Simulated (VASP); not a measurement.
# Sb (P6_3/mmc) in VASP: further runs, part 2 of 2

VASP 6.6.1. Earlier steps stand in the parts before.

## Step 3: Single point, r2SCAN (strain +0.000 along x and y, +0.040 along z)

File POSCAR:

```
Sb
1.0
    3.3690001795      0.0000000000      0.0000000000
   -1.6845000898      2.9176397408      0.0000000000
    0.0000000000      0.0000000000      5.5432000000
Sb
2
Direct
    0.3333333333      0.6666666667      0.2500000000
    0.6666666667      0.3333333333      0.7500000000
```

File INCAR.step1:

```
PREC = Accurate ; ENCUT = 520
ISMEAR = 0 ; SIGMA = 0.15
LREAL = F ; LASPH = T
NELM = 100 ; NBANDS = 12
GGA = PE ; ALGO = Normal
EDIFF = 1E-4 ; LWAVE = T
LCHARG = F
```

File INCAR.step2:

```
PREC = Accurate ; ENCUT = 520
EDIFF = 1E-6 ; ISMEAR = 0
SIGMA = 0.15 ; LREAL = F
LASPH = T ; NELM = 100
ALGO = Normal ; ISIF = 2
LWAVE = F ; LCHARG = T
METAGGA = R2SCAN ; LMIXTAU = T
LELF = T ; LVHAR = T
NBANDS = 12 ; ISTART = 1
```

File KPOINTS:

```
Automatic mesh
0
Gamma
  18 18 10
```

Potentials or basis: VASP PAW PBE potentials, release 64 (Sb).

Started as:

```
> cat potpaw_PBE.64/Sb/POTCAR > POTCAR
> cp INCAR.step1 INCAR
> mpirun -np 1 vasp_std > vasp.out
> cp INCAR.step2 INCAR
> mpirun -np 1 vasp_std > vasp.out
```

OUTCAR:

```text
PREC = Accurate
   ENCUT = 520
   EDIFF = 1E-6
   ISMEAR = 0
   LREAL = F
   LASPH = T
   NELM = 100
   ISIF = 2
   METAGGA = R2SCAN
   ISTART = 1

 ion  position               nearest neighbor table
   1  0.333  0.667  0.250-   2 3.39   2 3.39   2 3.39   2 3.39   2 3.39   2 3.39
   2  0.667  0.333  0.750-   1 3.39   1 3.39   1 3.39   1 3.39   1 3.39   1 3.39

  LATTYP: Found a hexagonal cell.
 ALAT       =     3.3690001795
 C/A-ratio  =     1.6453546170

  Lattice vectors:

 A1 = (   3.3690001795,   0.0000000000,   0.0000000000)
 A2 = (  -1.6845000898,   2.9176397408,   0.0000000000)
 A3 = (   0.0000000000,   0.0000000000,   5.5432000000)

Analysis of symmetry for initial positions (statically):
=====================================================================
 Subroutine PRICEL returns:
 Original cell was already a primitive cell.

 Routine SETGRP: Setting up the symmetry group for a
 hexagonal supercell.

 Subroutine GETGRP returns: Found 24 space group operations
 (whereof 12 operations were pure point group operations)
 out of a pool of 24 trial point group operations.

The static configuration has the point symmetry D_3d.
 The point group associated with its full space group is D_6h.

Analysis of symmetry for dynamics (positions and initial velocities):
=====================================================================
 Subroutine PRICEL returns:
 Original cell was already a primitive cell.

 Routine SETGRP: Setting up the symmetry group for a
 hexagonal supercell.

 Subroutine GETGRP returns: Found 24 space group operations
 (whereof 12 operations were pure point group operations)
 out of a pool of 24 trial point group operations.

The dynamic configuration has the point symmetry D_3d.
 The point group associated with its full space group is D_6h.

 Subroutine INISYM returns: Found 24 space group operations
 (whereof 12 operations are pure point group operations),
 and found     1 'primitive' translations

----------------------------------------------------------------------------------------

                                     Primitive cell

  volume of cell :      54.4870

  direct lattice vectors                    reciprocal lattice vectors
     3.369000179  0.000000000  0.000000000     0.296823968  0.171371398  0.000000000
    -1.684500090  2.917639741  0.000000000     0.000000000  0.342742795  0.000000000
     0.000000000  0.000000000  5.543200000     0.000000000  0.000000000  0.180401212

  length of vectors
     3.369000179  3.369000180  5.543200000     0.342742795  0.342742795  0.180401212

  position of ions in fractional coordinates (direct lattice)
     0.333333333  0.666666667  0.250000000
     0.666666667  0.333333333  0.750000000

  ion indices of the primitive-cell ions
   primitive index   ion index
                 1           1
                 2           2

----------------------------------------------------------------------------------------

 KPOINTS: Automatic mesh

Automatic generation of k-mesh.
 Grid dimensions read from file:
 generate k-points for:   18   18   10

 Generating k-lattice:

  Cartesian coordinates                     Fractional coordinates (reciprocal lattice)
[... 41 lines left out ...]
 [... further k-points ...]
   k-points           NKPTS =    222   k-points in BZ     NKDIM =    222   number of bands    NBANDS=     12
   number of dos      NEDOS =    301   number of ions     NIONS =      2
   total plane-waves  NPLWV =  32928
   dimension x,y,z NGX =    28 NGY =   28 NGZ =   42
   dimension x,y,z NGXF=    56 NGYF=   56 NGZF=   84
   ions per type =               2
   NGX,Y,Z   is equivalent  to a cutoff of  13.82, 13.82, 12.60 a.u.
   NGXF,Y,Z  is equivalent  to a cutoff of  27.63, 27.63, 25.19 a.u.
 SYSTEM =  unknown system
   PREC   = accura    normal or accurate (medium, high low for compatibility)
   ISTART =      1    job   : 0-new  1-cont  2-samecut
   ICHARG =      0    charge: 1-file 2-atom 10-const
   ISPIN  =      1    spin polarized calculation?
   LNONCOLLINEAR =      F non collinear calculations
   LSORBIT =      F    spin-orbit coupling
   LASPH  =      T    aspherical Exc in radial PAW
   ENCUT  =  520.0 eV  38.22 Ry    6.18 a.u.   6.26  6.26 10.31*2*pi/ulx,y,z
   NELM   =    100;   NELMIN=  2; NELMDL=  0     # of ELM steps
   EDIFF  = 0.1E-05   stopping-criterion for ELM
   LREAL  =      F    real-space projection
   EDIFFG = 0.1E-04   stopping-criterion for IOM
   NSW    =      0    number of steps for IOM
   IBRION =     -1    ionic relax: 0-MD 1-quasi-New 2-CG
   NFREE  =      0    steps in history (QN), initial steepest desc. (CG)
   ISIF   =      2    stress and relaxation
   ISYM   =      2    0-nonsym 1-usesym 2-fastsym
   POTIM  = 0.5000    time-step for ionic-motion
   TEBEG  =    0.0;   TEEND  =   0.0 temperature during run
   PSTRESS=    0.0 pullay stress
   NELECT =      10.0000    total number of electrons
   NUPDOWN=      -1.0000    fix difference up-down
   EMIN   =  10.00;   EMAX   =-10.00  energy-range for DOS
   EFERMI =   0.00;   METHOD = LEGACY
   ISMEAR =     0;   SIGMA  =   0.15  broadening in eV -4-tet -1-fermi 0-gaus
   EFERMI_NEDOS =   21; number of points for ismear=-14 and -15
   IALGO  =     38    algorithm
   IMIX   =      4    mixing-type and parameters
     AMIX     =   0.40;   BMIX     =  1.00
     AMIX_MAG =   1.60;   BMIX_MAG =  1.00
  volume/ion in A,a.u.               =      27.24       183.85
  Fermi-wavevector in a.u.,A,eV,Ry     =   0.930344  1.758096 11.776396  0.865541
  Thomas-Fermi vector in A             =   2.056723
   LORBIT       =      0    0 simple, 1 ext, 2 COOP (PROOUT), +10 PAW based schemes
   METAGGA = R2SCAN    functional components
   LHFCALC =     F    Hartree Fock is set to
   AEXX    =    0.0000 exact exchange contribution
   IVDW    =     0    specifies the selected vdW correction
   LEPSILON=     F    determine dielectric tensor
   LRPA    =     F    only Hartree local field effects (RPA)
 non-spin polarized calculation
 Gauss-broadening in eV      SIGMA  =   0.15
  energy-cutoff  :      520.00
  volume of cell :       54.49
 maximum number of plane-waves:      1496
 NGX is ok and might be reduce to    28
   NGX = 13   NGY = 13   NGZ = 21

 number of electron      10.0000001 magnetization

 Free energy of the ion-electron system (eV)
  ---------------------------------------------------
  ext. energy  EPLUGINS =         0.00000000
  ---------------------------------------------------
  free energy    TOTEN  =       -50.56964576 eV

  energy without entropy =      -50.55777210  energy(sigma->0) =      -50.56370893

 E-fermi :   8.3512     XC(G=0): -10.7686

 val. band max:        8.3444334103   @ k =   0.4444   0.0556   0.0000
 cond. band min:       8.3600837447   @ k =   0.4444   0.0556   0.0000
 fundamental gap:      0.0156503344
 Fermi energy:         8.3512450418

 k-point     1 :       0.0000    0.0000    0.0000
  band No.  band energies     occupation
      1      -5.1681      2.00000
      2      -1.2913      2.00000
      3       2.2343      2.00000
      4      12.0959      0.00000
      5      12.0959      0.00000
      6      13.7868      0.00000
      7      13.7868      0.00000
      8      13.8182      0.00000
      9      16.6441      0.00000
     10      17.7660      0.00000
     11      18.7447      0.00000
     12      18.7447      0.00000
[... 331 lines left out ...]
 k-point    24 :       0.3889    0.1111    0.0000
  band No.  band energies     occupation
      1      -1.6310      2.00000
      2       0.3309      2.00000
      3       3.7743      2.00000
      4       5.5798      2.00000
      5       5.7585      2.00000
      6       7.5648      2.00000
      7       8.6668      0.00293
      8      10.8042      0.00000
      9      14.7766      0.00000
     10      14.8965      0.00000
     11      18.8923      0.00000
     12      19.3731      0.00000

 [... further k-points ...]

------------------------ aborting loop because EDIFF is reached ----------------------------------------

  FORCE on cell =-STRESS in cart. coord.  units (eV):
  Direction    XX          YY          ZZ          XY          YZ          ZX
  --------------------------------------------------------------------------------------
  -------------------------------------------------------------------------------------
  Total       -0.2198479     -0.2198479     -0.0044424      0.0000000      0.0000000     -0.0000000
  in kB       -6.4645690     -6.4645690     -0.1306291      0.0000000      0.0000000     -0.0000000
  external PRESSURE =      -4.3532557 kB  Pullay stress =       0.0000000 kB

 VOLUME and BASIS-vectors are now :
 -----------------------------------------------------------------------------
  energy-cutoff  :      520.00
  volume of cell :       54.49
      direct lattice vectors                 reciprocal lattice vectors
     3.369000179  0.000000000  0.000000000     0.296823968  0.171371398  0.000000000
    -1.684500090  2.917639741  0.000000000     0.000000000  0.342742795  0.000000000
     0.000000000  0.000000000  5.543200000     0.000000000  0.000000000  0.180401212

 POSITION                                       TOTAL-FORCE (eV/Angst)
 -----------------------------------------------------------------------------------
     -0.00000      1.94509      1.38580         0.000000     -0.000000      0.000000
      1.68450      0.97255      4.15740        -0.000000      0.000000      0.000000
 -----------------------------------------------------------------------------------
    total drift:                                0.000000     -0.000000      0.000000

  FREE ENERGIE OF THE ION-ELECTRON SYSTEM (eV)
  ---------------------------------------------------
  free  energy   TOTEN  =       -50.5696457640 eV

  energy  without entropy=      -50.5577721005  energy(sigma->0) =      -50.56370893
```

OSZICAR.step1:

```text
N       E                     dE             d eps       ncg     rms          rms(c)
DAV:   1     0.330871061809E+02    0.33087E+02   -0.35384E+03  5328   0.660E+02
DAV:   2    -0.601821219167E+01   -0.39105E+02   -0.37874E+02  7128   0.106E+02
DAV:   3    -0.773041155585E+01   -0.17122E+01   -0.16882E+01  6668   0.247E+01
DAV:   4    -0.774399477438E+01   -0.13583E-01   -0.13568E-01  6068   0.261E+00
DAV:   5    -0.774413362770E+01   -0.13885E-03   -0.13885E-03  6340   0.294E-01    0.236E+00
DAV:   6    -0.773847143639E+01    0.56622E-02   -0.36964E-03  5828   0.318E-01    0.134E+00
DAV:   7    -0.773560109370E+01    0.28703E-02   -0.72686E-03  5620   0.448E-01    0.530E-02
DAV:   8    -0.773564559457E+01   -0.44501E-04   -0.13416E-04  5484   0.830E-02
   1 F= -.77356456E+01 E0= -.77292344E+01  d E =-.128224E-01
```

Run time: 4 min. Hardware: 1 thread of AMD EPYC 9R45 (Zen 5), shared host; peak memory 0.25 GiB.

Results:

- Free energy: -50.5696 eV
- Pressure: -0.4 GPa
- Band gap on the k mesh: zero (bands 5 and 6 overlap by 7.99 eV)

Levels at points of the mesh, in eV from the Fermi level:
| k point | band 1 | band 2 | band 3 | band 4 | band 5 | band 6 | band 7 | band 8 | band 9 | band 10 |
| --- | --- | --- | --- | --- | --- | --- | --- | --- | --- | --- |
| (0.00, 0.00, 0.00) | -13.52 | -9.64 | -6.12 | 3.74 | 3.74 | 5.44 | 5.44 | 5.47 | 8.29 | 9.41 |
| (0.50, 0.00, 0.00) | -9.75 | -8.38 | -4.57 | -3.35 | -2.44 | -0.11 | 0.39 | 3.72 | 4.80 | 8.04 |
| (0.00, 0.00, 0.50) | -12.25 | -12.25 | -0.95 | -0.95 | 4.58 | 4.58 | 4.58 | 4.58 | 9.24 | 9.24 |
| (0.50, 0.00, 0.50) | -8.83 | -8.83 | -5.61 | -5.61 | 1.65 | 1.65 | 1.74 | 1.74 | 6.26 | 6.26 |

Caveat: the cell differs from its parent crystal (strain +0.000 along x and y, +0.040 along z); the PAW data sets were made with another functional, which shifts forces and pressure a little; spin-orbit coupling is left out, which moves the levels of the heavy elements.
